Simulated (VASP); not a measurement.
# Sn5Ge (Cmmm) in VASP: single point with PBE

Aim: the single point of Sn5Ge with PBE.

Program: VASP 6.6.1. These are calculated values, not measurements. Logs are shortened: lines on timing, memory, paths and dates and some standing lists are left out, and cuts for length are marked.

## 1. The cell of the first run

It takes space group Cmmm (No. 65, orthorhombic). The conventional cell has a = 4.789 Å, b = 14.084 Å, c = 4.731 Å, α = 90.00°, β = 90.00°, γ = 90.00°. Sn (site symmetry m2m) has 10 Sn at 3.27 to 3.48 Å and 2 Ge at 3.29 Å within 4.3 Å. Within 4.3 Å of Sn (site symmetry m2m) lie 2 Ge at 3.28 Å and 10 Sn at 3.31 to 3.45 Å. Sn (site symmetry mmm) has 8 Sn at 3.27 to 3.31 Å and 4 Ge at 3.37 Å within 4.3 Å. Ge (site symmetry mmm) has 12 Sn at 3.28 to 3.37 Å within 4.3 Å.

## 2. Single point, PBE

The input, INCAR:

```
PREC     = Accurate       # precision mode
ENCUT    = 500            # plane-wave cutoff, eV
EDIFF    = 1E-6           # SCF threshold, eV
ISMEAR   = 0              # smearing method
SIGMA    = 0.1            # smearing width, eV
LREAL    = False          # projectors in reciprocal space
LASPH    = True           # aspherical terms in the spheres
NELM     = 120            # most SCF steps
ALGO     = Normal         # electronic algorithm
ISIF     = 2              # what is computed and relaxed
LWAVE    = False          # write WAVECAR
LCHARG   = False          # write CHGCAR
GGA      = PE             # functional
NBANDS   = 51             # bands
GGA_COMPAT= False
```

The input, KPOINTS:

```
Automatic mesh
0
Gamma
  8 8 8
```

The input, POSCAR:

```
Sn5Ge
1.0
    2.3945771252     -7.0419214952      0.0000000000
    2.3945771252      7.0419214952      0.0000000000
    0.0000000000      0.0000000000      4.7310554617
Sn Ge
5 1
Direct
    0.6603996787      0.3396003213      0.0000000000
    0.1617700032      0.8382299968      0.5000000000
    0.3396003213      0.6603996787      0.0000000000
    0.5000000000      0.5000000000      0.5000000000
    0.8382299968      0.1617700032      0.5000000000
    0.0000000000      0.0000000000      0.0000000000
```

Potentials or basis: VASP PAW PBE potentials, release 64 (Sn_d, Ge_d).

Command:

```bash
cat potpaw_PBE.64/Sn_d/POTCAR potpaw_PBE.64/Ge_d/POTCAR > POTCAR
mpirun -np 1 vasp_std > vasp.out
```

OUTCAR:

```text
PREC = Accurate
   ENCUT = 500
   EDIFF = 1E-6
   ISMEAR = 0
   LREAL = False
   LASPH = True
   NELM = 120
   ISIF = 2
   GGA = PE

 ion  position               nearest neighbor table
   1  0.660  0.340  0.000-   4 3.27   4 3.27   6 3.29   6 3.29   2 3.37   2 3.37   2 3.37   2 3.37
                             5 3.45   5 3.45   3 3.48   3 3.48
   2  0.162  0.838  0.500-   6 3.28   6 3.28   4 3.31   4 3.31   1 3.37   1 3.37   1 3.37   1 3.37
                             3 3.45   3 3.45   5 3.45   5 3.45
   3  0.340  0.660  0.000-   4 3.27   4 3.27   6 3.29   6 3.29   5 3.37   5 3.37   5 3.37   5 3.37
                             2 3.45   2 3.45   1 3.48   1 3.48
   4  0.500  0.500  0.500-   1 3.27   3 3.27   1 3.27   3 3.27   2 3.31   5 3.31   2 3.31   5 3.31

   5  0.838  0.162  0.500-   6 3.28   6 3.28   4 3.31   4 3.31   3 3.37   3 3.37   3 3.37   3 3.37
                             1 3.45   1 3.45   2 3.45   2 3.45
   6  0.000  0.000  0.000-   2 3.28   5 3.28   2 3.28   5 3.28   1 3.29   3 3.29   1 3.29   3 3.29

  LATTYP: Found a base centered orthorhombic cell.
 ALAT       =     4.7891542504
 B/A-ratio  =     2.9407787375
 C/A-ratio  =     0.9878686746

  Lattice vectors:

 A1 = (   2.3945771252,  -7.0419214952,   0.0000000000)
 A2 = (   2.3945771252,   7.0419214952,   0.0000000000)
 A3 = (   0.0000000000,   0.0000000000,   4.7310554617)

Analysis of symmetry for initial positions (statically):
=====================================================================
 Subroutine PRICEL returns:
 Original cell was already a primitive cell.

 Routine SETGRP: Setting up the symmetry group for a
 base centered orthorhombic supercell.

 Subroutine GETGRP returns: Found  8 space group operations
 (whereof  8 operations were pure point group operations)
 out of a pool of  8 trial point group operations.

The static configuration has the point symmetry D_2h.

Analysis of symmetry for dynamics (positions and initial velocities):
=====================================================================
 Subroutine PRICEL returns:
 Original cell was already a primitive cell.

 Routine SETGRP: Setting up the symmetry group for a
 base centered orthorhombic supercell.

 Subroutine GETGRP returns: Found  8 space group operations
 (whereof  8 operations were pure point group operations)
 out of a pool of  8 trial point group operations.

The dynamic configuration has the point symmetry D_2h.

 Subroutine INISYM returns: Found  8 space group operations
 (whereof  8 operations are pure point group operations),
 and found     1 'primitive' translations

----------------------------------------------------------------------------------------

                                     Primitive cell

  volume of cell :     159.5541

  direct lattice vectors                    reciprocal lattice vectors
     2.394577125 -7.041921495  0.000000000     0.208805135 -0.071003348  0.000000000
     2.394577125  7.041921495  0.000000000     0.208805135  0.071003348  0.000000000
     0.000000000  0.000000000  4.731055462     0.000000000  0.000000000  0.211369325

  length of vectors
     7.437920271  7.437920271  4.731055462     0.220547183  0.220547183  0.211369325

  position of ions in fractional coordinates (direct lattice)
     0.660399679  0.339600321  0.000000000
     0.161770003  0.838229997  0.500000000
     0.339600321  0.660399679  0.000000000
     0.500000000  0.500000000  0.500000000
     0.838229997  0.161770003  0.500000000
     0.000000000  0.000000000  0.000000000

  ion indices of the primitive-cell ions
   primitive index   ion index
                 1           1
                 2           2
                 3           3
                 4           4
                 5           5
                 6           6

----------------------------------------------------------------------------------------

 KPOINTS: Automatic mesh

Automatic generation of k-mesh.
 Grid dimensions read from file:
 generate k-points for:    8    8    8

 Generating k-lattice:

  Cartesian coordinates                     Fractional coordinates (reciprocal lattice)
     0.026100642 -0.008875418  0.000000000     0.125000000  0.000000000  0.000000000
     0.026100642  0.008875418  0.000000000     0.000000000  0.125000000  0.000000000
     0.000000000  0.000000000  0.026421166     0.000000000  0.000000000  0.125000000

  Length of vectors
     0.027568398  0.027568398  0.026421166

  Shift w.r.t. Gamma in fractional coordinates (k-lattice)
     0.000000000  0.000000000  0.000000000

 Subroutine IBZKPT returns following result:
 ===========================================

 Found    105 irreducible k-points:

 Following reciprocal coordinates:
            Coordinates               Weight
  0.000000  0.000000  0.000000      1.000000
  0.125000  0.000000  0.000000      4.000000
  0.250000  0.000000  0.000000      4.000000
  0.375000  0.000000  0.000000      4.000000
  0.500000  0.000000  0.000000      2.000000
  0.125000  0.125000  0.000000      2.000000
[... 16 lines left out ...]
  0.125000  0.000000  0.125000      8.000000
  0.250000  0.000000  0.125000      8.000000
 [... further k-points ...]
   k-points           NKPTS =    105   k-points in BZ     NKDIM =    105   number of bands    NBANDS=     51
   number of dos      NEDOS =    301   number of ions     NIONS =      6
   total plane-waves  NPLWV = 104976
   dimension x,y,z NGX =    54 NGY =   54 NGZ =   36
   dimension x,y,z NGXF=   108 NGYF=  108 NGZF=   72
   ions per type =               5   1
   NGX,Y,Z   is equivalent  to a cutoff of  12.07, 12.07, 12.65 a.u.
   NGXF,Y,Z  is equivalent  to a cutoff of  24.14, 24.14, 25.30 a.u.
 SYSTEM =  unknown system
   PREC   = accura    normal or accurate (medium, high low for compatibility)
   ISTART =      0    job   : 0-new  1-cont  2-samecut
   ICHARG =      2    charge: 1-file 2-atom 10-const
   ISPIN  =      1    spin polarized calculation?
   LNONCOLLINEAR =      F non collinear calculations
   LSORBIT =      F    spin-orbit coupling
   LASPH  =      T    aspherical Exc in radial PAW
   ENCUT  =  500.0 eV  36.75 Ry    6.06 a.u.  13.56 13.56  8.63*2*pi/ulx,y,z
   NELM   =    120;   NELMIN=  2; NELMDL= -5     # of ELM steps
   EDIFF  = 0.1E-05   stopping-criterion for ELM
   LREAL  =      F    real-space projection
   EDIFFG = 0.1E-04   stopping-criterion for IOM
   NSW    =      0    number of steps for IOM
   IBRION =     -1    ionic relax: 0-MD 1-quasi-New 2-CG
   NFREE  =      0    steps in history (QN), initial steepest desc. (CG)
   ISIF   =      2    stress and relaxation
   ISYM   =      2    0-nonsym 1-usesym 2-fastsym
   POTIM  = 0.5000    time-step for ionic-motion
   TEBEG  =    0.0;   TEEND  =   0.0 temperature during run
   PSTRESS=    0.0 pullay stress
   NELECT =      84.0000    total number of electrons
   NUPDOWN=      -1.0000    fix difference up-down
   EMIN   =  10.00;   EMAX   =-10.00  energy-range for DOS
   EFERMI =   0.00;   METHOD = LEGACY
   ISMEAR =     0;   SIGMA  =   0.10  broadening in eV -4-tet -1-fermi 0-gaus
   EFERMI_NEDOS =   21; number of points for ismear=-14 and -15
   IALGO  =     38    algorithm
   IMIX   =      4    mixing-type and parameters
     AMIX     =   0.40;   BMIX     =  1.00
     AMIX_MAG =   1.60;   BMIX_MAG =  1.00
  volume/ion in A,a.u.               =      26.59       179.45
  Fermi-wavevector in a.u.,A,eV,Ry     =   1.321900  2.498029 23.775085  1.747419
  Thomas-Fermi vector in A             =   2.451620
   LORBIT       =      0    0 simple, 1 ext, 2 COOP (PROOUT), +10 PAW based schemes
   GGA     = PE    functional components
   LHFCALC =     F    Hartree Fock is set to
   AEXX    =    0.0000 exact exchange contribution
   IVDW    =     0    specifies the selected vdW correction
   LEPSILON=     F    determine dielectric tensor
   LRPA    =     F    only Hartree local field effects (RPA)
 non-spin polarized calculation
 Gauss-broadening in eV      SIGMA  =   0.10
  energy-cutoff  :      500.00
  volume of cell :      159.55
 maximum number of plane-waves:      4082
   NGX = 27   NGY = 27   NGZ = 17

 number of electron      83.9999999 magnetization

 Free energy of the ion-electron system (eV)
  ---------------------------------------------------
  ext. energy  EPLUGINS =         0.00000000
  ---------------------------------------------------
  free energy    TOTEN  =       -23.05276494 eV

  energy without entropy =      -23.04109284  energy(sigma->0) =      -23.04692889

 E-fermi :   7.6422     XC(G=0): -10.3387

 val. band max:        7.6406039567   @ k =  -0.2500   0.2500   0.1250
 cond. band min:       7.6433646526   @ k =  -0.2500   0.2500   0.5000
 fundamental gap:      0.0027606959
 Fermi energy:         7.6422271677

 k-point     1 :       0.0000    0.0000    0.0000
  band No.  band energies     occupation
      1     -17.1214      2.00000
      2     -17.1214      2.00000
      3     -17.1174      2.00000
      4     -17.1173      2.00000
      5     -17.1138      2.00000
      6     -14.0114      2.00000
[... 43 lines left out ...]
     50      10.7266      0.00000
     51      10.8007      0.00000

 k-point     2 :       0.1250    0.0000    0.0000
  band No.  band energies     occupation
      1     -17.1213      2.00000
      2     -17.1213      2.00000
      3     -17.1174      2.00000
      4     -17.1173      2.00000
      5     -17.1138      2.00000
      6     -14.0024      2.00000
[... 43 lines left out ...]
     50      10.1987      0.00000
     51      10.8249      0.00000

 k-point     3 :       0.2500    0.0000    0.0000
  band No.  band energies     occupation
      1     -17.1212      2.00000
      2     -17.1211      2.00000
      3     -17.1174      2.00000
      4     -17.1173      2.00000
      5     -17.1136      2.00000
      6     -13.9919      2.00000
[... 43 lines left out ...]
     50       9.5719      0.00000
     51      11.6139      0.00000
[... 1027 lines left out ...]
 k-point    23 :       0.1250    0.0000    0.1250
  band No.  band energies     occupation
      1     -17.1213      2.00000
      2     -17.1212      2.00000
      3     -17.1174      2.00000
      4     -17.1173      2.00000
      5     -17.1137      2.00000
      6     -14.0021      2.00000
[... 43 lines left out ...]
     50      10.3521      0.00000
     51      11.0552      0.00000

 k-point    24 :       0.2500    0.0000    0.1250
  band No.  band energies     occupation
      1     -17.1212      2.00000
      2     -17.1210      2.00000
      3     -17.1174      2.00000
      4     -17.1173      2.00000
      5     -17.1136      2.00000
      6     -13.9890      2.00000
[... 43 lines left out ...]
     50      10.4730      0.00000
     51      11.6044      0.00000

 [... further k-points ...]

------------------------ aborting loop because EDIFF is reached ----------------------------------------

  FORCE on cell =-STRESS in cart. coord.  units (eV):
  Direction    XX          YY          ZZ          XY          YZ          ZX
  --------------------------------------------------------------------------------------
  -------------------------------------------------------------------------------------
  Total       -0.0340727     -0.0781088     -0.0614669     -0.0000000      0.0000000      0.0000000
  in kB       -0.3421437     -0.7843365     -0.6172259     -0.0000000      0.0000000      0.0000000
  external PRESSURE =      -0.5812354 kB  Pullay stress =       0.0000000 kB

 VOLUME and BASIS-vectors are now :
 -----------------------------------------------------------------------------
  energy-cutoff  :      500.00
  volume of cell :      159.55
      direct lattice vectors                 reciprocal lattice vectors
     2.394577125 -7.041921495  0.000000000     0.208805135 -0.071003348  0.000000000
     2.394577125  7.041921495  0.000000000     0.208805135  0.071003348  0.000000000
     0.000000000  0.000000000  4.731055462     0.000000000  0.000000000  0.211369325

 POSITION                                       TOTAL-FORCE (eV/Angst)
 -----------------------------------------------------------------------------------
      2.39458     -2.25904      0.00000        -0.000000     -0.002477      0.000000
      2.39458      4.76358      2.36553        -0.000000     -0.001409      0.000000
      2.39458      2.25904      0.00000        -0.000000      0.002477      0.000000
      2.39458      0.00000      2.36553         0.000000     -0.000000      0.000000
      2.39458     -4.76358      2.36553        -0.000000      0.001409      0.000000
      0.00000      0.00000      0.00000        -0.000000     -0.000000      0.000000
 -----------------------------------------------------------------------------------
    total drift:                                0.000000     -0.000000      0.000000

  FREE ENERGIE OF THE ION-ELECTRON SYSTEM (eV)
  ---------------------------------------------------
  free  energy   TOTEN  =       -23.0527649394 eV

  energy  without entropy=      -23.0410928415  energy(sigma->0) =      -23.04692889
```

It took 10 min on 1 thread of Intel Xeon 6975P-C (Granite Rapids), shared host; peak memory 0.74 GiB.

Results:

```
Free energy            : -23.0528 eV
Pressure               : -0.1 GPa
Band gap on the k mesh : zero (bands 42 and 43 overlap by 2.52 eV)
```

Forces in eV/Å, atoms in the order of the input:
```
Sn   0.000 -0.002  0.000
Sn   0.000 -0.001  0.000
Sn   0.000  0.002  0.000
Sn   0.000  0.000  0.000
Sn   0.000  0.001  0.000
Ge   0.000  0.000  0.000
```

Levels at points of the mesh, in eV from the Fermi level:
```csv
k point,band 38,band 39,band 40,band 41,band 42,band 43,band 44,band 45,band 46,band 47
"(0.00, 0.00, 0.00)",-3.00,-2.68,-0.47,-0.15,0.13,0.30,0.75,0.81,1.97,2.03
"(0.50, 0.00, 0.00)",-1.87,-1.60,-1.59,-0.75,-0.62,0.04,0.16,1.22,1.28,1.92
"(0.50, 0.50, 0.00)",-3.51,-2.90,-2.57,-0.59,-0.26,0.06,0.20,1.74,1.96,2.21
"(0.00, 0.00, 0.50)",-1.69,-1.49,-1.45,-1.29,-1.13,-0.83,-0.77,3.01,3.02,3.32
"(0.50, 0.00, 0.50)",-4.57,-2.39,-2.37,-2.35,-2.13,1.90,2.09,2.13,2.40,4.59
"(0.50, 0.50, 0.50)",-1.85,-1.64,-1.64,-0.35,-0.22,0.28,0.39,0.42,0.64,1.26
```

Caveat: spin-orbit coupling is left out, which moves the levels of the heavy elements.
